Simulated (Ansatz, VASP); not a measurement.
## PbO2 in VASP and in Ansatz

```
Pb O
1.0
     3.41517    0.00000    0.00000
    -1.70758    2.95762    0.00000
     0.00000    0.00000    5.43549
Pb O
1 2
Direct
  0.00000 0.00000 0.00000
  0.66667 0.33333 0.80466
  0.33333 0.66667 0.19534
```

Alike in both runs: functional PBE; k mesh 12 × 12 × 6; occupations gaussian, width 0.02 eV; no spin polarisation.

Ansatz relaxed the structure, and its values are those at the end. VASP's run is a single point on that final structure, the one shown.

|  | VASP | Ansatz |
| --- | --- | --- |
| version | VASP 6.6.1 | Ansatz 0.2.0 |
| potentials or method | VASP PAW PBE potentials, release 64 (Pb_d, O), cutoff 520 eV | scalar-relativistic, plane waves, PAW |
| valence electrons in the cell | 26 | 26 |

|  | VASP | Ansatz | Ansatz less VASP |
| --- | --- | --- | --- |
| gap on the k mesh at the Fermi level (eV) | 0.91 | 0.93 | +0.021 |
| least direct gap on the mesh (eV) | 1.19 | 1.21 | +0.019 |
| pressure (GPa) | 0.2 | 0.0 | -0.23 |
| rms of the force components (eV/Å) | 0.015 | 0.001 | -0.0140 |

Spin-orbit coupling is off throughout.
